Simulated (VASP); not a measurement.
Wanted: the native input for a VASP 6.6.1 run.

| Property | Result |
| --- | --- |
| Task | single point |
| Functional | BLYP |
| Potentials or basis | VASP PAW PBE potentials, release 64 (Hf_pv) |
| Cutoff | 520 eV |
| k mesh | 14 × 14 × 14 |
| Occupations | fermi-dirac, width 0.1 eV |
| Spin | no spin polarisation |
| Dipole correction | no |
| Further INCAR settings | ALGO = Normal; EDIFF = 1e-07; NBANDS = 11 |

The structure of Hf lies in POSCAR:

```
Hf
1.0
   -1.8125375387      1.8125375387      1.8125375387
    1.8125375387     -1.8125375387      1.8125375387
    1.8125375387      1.8125375387     -1.8125375387
Hf
1
Direct
    0.0000000000      0.0000000000      0.0000000000
```

This cell differs from its parent crystal: volume scaled by 1.04.

One way to write it, as run:

INCAR

```
PREC = Accurate
ENCUT = 520
EDIFF = 1E-7
ISMEAR = -1
SIGMA = 0.1
LREAL = F
LASPH = T
NELM = 60
ALGO = Normal
ISIF = 2
LWAVE = F
LCHARG = T
GGA = B5
ALDAX = 1.0
AGGAX = 1.0
AGGAC = 1.0
ALDAC = 0.0
LELF = T
LVHAR = T
NBANDS = 11
```

KPOINTS

```
regular mesh
0
Gamma
  14 14 14
```

Potentials or basis: VASP PAW PBE potentials, release 64 (Hf_pv).

The run is started by

```sh
$ cat potpaw_PBE.64/Hf_pv/POTCAR > POTCAR
$ mpirun -np 1 vasp_std > vasp.out
```

Results of the run:

The pressure is -3.4 GPa. The band gap on the k mesh is zero (band 5 reaches 6.04 eV, above the bottom of band 6 at 3.99 eV).

Caveat: the PAW data sets were made with another functional, which shifts forces and pressure a little; spin-orbit coupling is left out, which moves the levels of the heavy elements.

It took 40 s on 1 thread of Intel Xeon 8259CL, with other jobs on the host, peak memory 0.16 GiB.
